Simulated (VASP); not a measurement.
Crystal: Tl.

```xyz
1
Lattice="0.0000 2.4112 2.4112 2.4112 0.0000 2.4112 2.4112 2.4112 0.0000" Properties=species:S:1:pos:R:3 pbc="T T T"
Tl    0.0000    0.0000    0.0000
```

- Program: VASP 6.6.1
- Task: relaxation of cell and atoms
- Functional: PBE
- Potentials or basis: VASP PAW PBE potentials, release 64 (Tl_d)
- Cutoff: 600 eV
- k mesh: 11 × 11 × 11
- Occupations: fermi-dirac, width 0.1 eV
- Spin: no spin polarisation

At the start: pressure 3.9 GPa; volume 28.04 Å³/atom.

**Question.** Where does the relaxation end?

**Answer.** Over 3 steps the energy falls by 34.1 meV/atom and the volume is 31.25 Å³/atom (+11.5 %); space group Fm-3m (No. 225, to 0.05 Å).

Step by step:
```tsv
step	energy change (eV)	largest force (eV/Å)	pressure (GPa)	volume (Å³)
1	0.0000	0.0000	3.86	28.04
2	-0.0338	0.0000	0.31	30.87
3	-0.0341	0.0000	-0.04	31.25
```

Final structure:
```
Tl
1.0
     0.00000    2.50005    2.50005
     2.50005    0.00000    2.50005
     2.50005    2.50005    0.00000
Tl
1
Direct
  0.00000 0.00000 0.00000
```
